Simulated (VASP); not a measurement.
# C (Cmme) in VASP: a series of runs

C is run at these levels: PBE; tasks: single point.

All numbers are computed with VASP 6.6.1; they aren't measurements. Logs are shortened: lines on timing, memory, paths and dates and some standing lists are left out, and cuts for length are marked.

**1. The cell of the first run**

The structure is orthorhombic, space group Cmme (No. 67). The conventional cell has a = 2.647 Å, b = 4.232 Å, c = 8.625 Å, α = 90.00°, β = 90.00°, γ = 90.00°. Within 1.9 Å of C (site symmetry m) lie 3 C at 1.41 to 1.50 Å.

**2. Single point, PBE (12.08 Å³/atom)**

INCAR reads:

```
SYSTEM = C
PREC     = Accurate       ! precision mode
ENCUT    = 520            ! plane-wave cutoff, eV
EDIFF    = 1E-6           ! SCF threshold, eV
ISMEAR   = 0              ! smearing method
SIGMA    = 0.15           ! smearing width, eV
LREAL    = .False.        ! projectors in reciprocal space
LASPH    = .True.         ! aspherical terms in the spheres
NELM     = 60             ! most SCF steps
ALGO     = Normal         ! electronic algorithm
ISIF     = 2              ! what is computed and relaxed
LWAVE    = .False.        ! write WAVECAR
LCHARG   = .True.         ! write CHGCAR
GGA      = PE             ! functional
LELF     = .True.         ! ELF
LVHAR    = .True.       
NBANDS   = 16             ! bands
```

KPOINTS reads:

```
regular mesh
0
Gamma
  21 21 6
  0 0 0
```

POSCAR reads:

```
C
1.0
    1.3237279607     -2.1160184373      0.0000000000
    1.3237279607      2.1160184373      0.0000000000
    0.0000000000      0.0000000000      8.6253899819
C
4
Direct
    0.0833329406      0.9166670594      0.7503043452
    0.5833329406      0.4166670594      0.2496956548
    0.9166670594      0.0833329406      0.2496956548
    0.4166670594      0.5833329406      0.7503043452
```

Potentials or basis: VASP PAW PBE potentials, release 64 (C).

The run is started by

```sh
$ cat potpaw_PBE.64/C/POTCAR > POTCAR
$ mpirun -np 1 vasp_std > vasp.out
```

OUTCAR:

```text
SYSTEM = C
   PREC = Accurate
   ENCUT = 520
   EDIFF = 1E-6
   ISMEAR = 0
   LREAL = .False.
   LASPH = .True.
   NELM = 60
   ISIF = 2
   GGA = PE

 ion  position               nearest neighbor table
   1  0.083  0.917  0.750-   4 1.41   4 1.50   4 1.50
   2  0.583  0.417  0.250-   3 1.41   3 1.50   3 1.50
   3  0.917  0.083  0.250-   2 1.41   2 1.50   2 1.50
   4  0.417  0.583  0.750-   1 1.41   1 1.50   1 1.50

  LATTYP: Found a base centered orthorhombic cell.
 ALAT       =     2.6474559214
 B/A-ratio  =     1.5985296829
 C/A-ratio  =     3.2579919130

  Lattice vectors:

 A1 = (   1.3237279607,  -2.1160184373,   0.0000000000)
 A2 = (   1.3237279607,   2.1160184373,   0.0000000000)
 A3 = (   0.0000000000,   0.0000000000,   8.6253899819)

Analysis of symmetry for initial positions (statically):
=====================================================================
 Subroutine PRICEL returns:
 Original cell was already a primitive cell.

 Routine SETGRP: Setting up the symmetry group for a
 base centered orthorhombic supercell.

 Subroutine GETGRP returns: Found  8 space group operations
 (whereof  4 operations were pure point group operations)
 out of a pool of  8 trial point group operations.

The static configuration has the point symmetry C_2h.
 The point group associated with its full space group is D_2h.

Analysis of symmetry for dynamics (positions and initial velocities):
=====================================================================
 Subroutine PRICEL returns:
 Original cell was already a primitive cell.

 Routine SETGRP: Setting up the symmetry group for a
 base centered orthorhombic supercell.

 Subroutine GETGRP returns: Found  8 space group operations
 (whereof  4 operations were pure point group operations)
 out of a pool of  8 trial point group operations.

The dynamic configuration has the point symmetry C_2h.
 The point group associated with its full space group is D_2h.

 Subroutine INISYM returns: Found  8 space group operations
 (whereof  4 operations are pure point group operations),
 and found     1 'primitive' translations

----------------------------------------------------------------------------------------

                                     Primitive cell

  volume of cell :      48.3200

[... 91 lines left out ...]
   NELM   =     60;   NELMIN=  2; NELMDL= -5     # of ELM steps
   EDIFF  = 0.1E-05   stopping-criterion for ELM
   LREAL  =      F    real-space projection
   EDIFFG = 0.1E-04   stopping-criterion for IOM
   NSW    =      0    number of steps for IOM
   IBRION =     -1    ionic relax: 0-MD 1-quasi-New 2-CG
   NFREE  =      0    steps in history (QN), initial steepest desc. (CG)
   ISIF   =      2    stress and relaxation
   ISYM   =      2    0-nonsym 1-usesym 2-fastsym
   POTIM  = 0.5000    time-step for ionic-motion
   TEBEG  =    0.0;   TEEND  =   0.0 temperature during run
   PSTRESS=    0.0 pullay stress
   NELECT =      16.0000    total number of electrons
   NUPDOWN=      -1.0000    fix difference up-down
   EMIN   =  10.00;   EMAX   =-10.00  energy-range for DOS
   EFERMI =   0.00;   METHOD = LEGACY
   ISMEAR =     0;   SIGMA  =   0.15  broadening in eV -4-tet -1-fermi 0-gaus
   EFERMI_NEDOS =   21; number of points for ismear=-14 and -15
   IALGO  =     38    algorithm
   IMIX   =      4    mixing-type and parameters
     AMIX     =   0.40;   BMIX     =  1.00
     AMIX_MAG =   1.60;   BMIX_MAG =  1.00
  volume/ion in A,a.u.               =      12.08        81.52
  Fermi-wavevector in a.u.,A,eV,Ry     =   1.132589  2.140284 17.452994  1.282759
  Thomas-Fermi vector in A             =   2.269291
   LORBIT       =      0    0 simple, 1 ext, 2 COOP (PROOUT), +10 PAW based schemes
   GGA     = PE    functional components
   LHFCALC =     F    Hartree Fock is set to
   AEXX    =    0.0000 exact exchange contribution
   IVDW    =     0    specifies the selected vdW correction
   LEPSILON=     F    determine dielectric tensor
   LRPA    =     F    only Hartree local field effects (RPA)
 non-spin polarized calculation
 Gauss-broadening in eV      SIGMA  =   0.15
  energy-cutoff  :      520.00
  volume of cell :       48.32
 maximum number of plane-waves:      1320
   NGX =  9   NGY =  9   NGZ = 33

 number of electron      16.0000000 magnetization

 Free energy of the ion-electron system (eV)
  ---------------------------------------------------
  ext. energy  EPLUGINS =         0.00000000
  ---------------------------------------------------
  free energy    TOTEN  =       -36.38476970 eV

  energy without entropy =      -36.38476577  energy(sigma->0) =      -36.38476773

 E-fermi :   2.2878     XC(G=0):  -8.5026

 val. band max:        1.9335872410   @ k =   0.3810   0.3333   0.0000
 cond. band min:       2.6302350381   @ k =   0.3333   0.3333   0.0000
 fundamental gap:      0.6966477970
 Fermi energy:         2.2878439468

 k-point     1 :       0.0000    0.0000    0.0000
  band No.  band energies     occupation
      1     -16.5809      2.00000
      2     -16.5468      2.00000
      3      -5.0102      2.00000
      4      -4.5381      2.00000
      5      -0.8675      2.00000
      6      -0.8648      2.00000
[... 433 lines left out ...]
      3      -7.9280      2.00000
      4      -7.9143      2.00000
      5      -3.1921      2.00000
      6      -3.1903      2.00000
[... 8 lines left out ...]
     15      14.6594      0.00000
     16      15.2066      0.00000

 [... further k-points ...]

------------------------ aborting loop because EDIFF is reached ----------------------------------------

  FORCE on cell =-STRESS in cart. coord.  units (eV):
  Direction    XX          YY          ZZ          XY          YZ          ZX
  --------------------------------------------------------------------------------------
  -------------------------------------------------------------------------------------
  Total      -14.3129217      0.0645555     -0.0029748      0.0000000      0.0000000      0.0000000
  in kB     -474.5827537      2.1405090     -0.0986371      0.0000000      0.0000000      0.0000000
  external PRESSURE =    -157.5136273 kB  Pullay stress =       0.0000000 kB

 VOLUME and BASIS-vectors are now :
 -----------------------------------------------------------------------------
  energy-cutoff  :      520.00
  volume of cell :       48.32
      direct lattice vectors                 reciprocal lattice vectors
     1.323727961 -2.116018437  0.000000000     0.377721114 -0.236292837  0.000000000
     1.323727961  2.116018437  0.000000000     0.377721114  0.236292837  0.000000000
     0.000000000  0.000000000  8.625389982     0.000000000  0.000000000  0.115936787

 POSITION                                       TOTAL-FORCE (eV/Angst)
 -----------------------------------------------------------------------------------
      1.32373      1.76335      6.47167         0.000000      0.505462     -0.000089
      1.32373     -0.35267      2.15372         0.000000      0.505462      0.000089
      1.32373     -1.76335      2.15372         0.000000     -0.505462      0.000089
      1.32373      0.35267      6.47167         0.000000     -0.505462     -0.000089
 -----------------------------------------------------------------------------------
    total drift:                                0.000000      0.000000      0.000000

  FREE ENERGIE OF THE ION-ELECTRON SYSTEM (eV)
  ---------------------------------------------------
  free  energy   TOTEN  =       -36.3847697030 eV

  energy  without entropy=      -36.3847657661  energy(sigma->0) =      -36.38476773
```

Wall time 8 min (1 thread of Intel Xeon 8259CL, shared host); peak memory 0.37 GiB.

Results:

```yaml
Free_energy: -36.3848 eV
Pressure: -15.8 GPa
Largest_force: 0.505 eV/Å
```

Forces on the atoms (eV/Å):
```
C    0.000  0.505  0.000
C    0.000  0.505  0.000
C    0.000 -0.505  0.000
C    0.000 -0.505  0.000
```

Caveat: the cell stands under tension; this functional lacks dispersion, which binds the layers, so the pressure and a relaxed spacing across them are unreliable.

**3. Single point, PBE (12.08 Å³/atom)**

INCAR reads:

```
SYSTEM = C
  PREC = Accurate
  ENCUT = 520
  EDIFF = 1E-7
  ISMEAR = 0
  SIGMA = 0.15
  LREAL = .False.
  LASPH = .True.
  NELM = 80
  ALGO = Normal
  ISIF = 2
  LWAVE = .False.
  LCHARG = .True.
  GGA = PE
  LELF = .True.
  LVHAR = .True.
  NBANDS = 16
```

KPOINTS is that of step 2.

POSCAR reads:

```
C
1.0
    1.2326312545     -2.1928161997      0.0000000000
    1.2326312545      2.1928161997      0.0000000000
    0.0000000000      0.0000000000      8.9384357659
C
4
Direct
    0.0833329406      0.9166670594      0.7503043452
    0.5833329406      0.4166670594      0.2496956548
    0.9166670594      0.0833329406      0.2496956548
    0.4166670594      0.5833329406      0.7503043452
```

Potentials or basis: VASP PAW PBE potentials, release 64 (C).

The run is started by

```sh
$ cat potpaw_PBE.64/C/POTCAR > POTCAR
$ mpirun -np 1 vasp_std > vasp.out
```

Wall time 8.7 min (1 thread of Intel Xeon 8259CL, shared host); peak memory 0.37 GiB.

It converged, with:

```yaml
Free_energy: -36.8331 eV
Pressure: -7.1 GPa
Largest_force: 0.177 eV/Å
```

Forces on the atoms (eV/Å):
```
C    0.000 -0.177  0.000
C    0.000 -0.177  0.000
C    0.000  0.177  0.000
C    0.000  0.177  0.000
```

Stress tensor (GPa, compression positive):
```
 -2.26   0.00   0.00
  0.00 -18.97   0.00
  0.00   0.00  -0.07
```

Caveat: the cell stands under tension; this functional lacks dispersion, which binds the layers, so the pressure and a relaxed spacing across them are unreliable.
